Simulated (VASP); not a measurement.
**Si: single point with PBE**

Si:

```xyz
2
Lattice="0.0000 2.5622 2.5622 2.5622 0.0000 2.5622 2.5622 2.5622 0.0000" Properties=species:S:1:pos:R:3 pbc="T T T"
Si   -0.6406   -0.6406   -0.6406
Si    0.6406    0.6406    0.6406
```

```yaml
Program: VASP 6.6.1
Task: single point
Functional: PBE
Potentials_or_basis: VASP PAW PBE potentials, release 64 (Si)
Cutoff: 520 eV
k_mesh: 13 × 13 × 13
Occupations: fermi-dirac, width 0.1 eV
Spin: no spin polarisation
```

* Pressure: 26.0 GPa
* Band gap on the k mesh: 0.22 eV, indirect (least direct gap 2.62 eV)

Levels at points of the mesh, in eV from the valence-band top:
| k point | band 1 | band 2 | band 3 | band 4 | band 5 | band 6 | band 7 | band 8 | band 9 |
| --- | --- | --- | --- | --- | --- | --- | --- | --- | --- |
| (0.00, 0.00, 0.00) | -13.25 | 0.00 | 0.00 | 0.00 | 2.62 | 2.62 | 2.62 | 5.49 | 7.78 |

Wall time 20 s on 1 thread of Intel Xeon 6975P-C, on a shared host, peak memory 0.16 GiB.

A k mesh can miss the band edges.
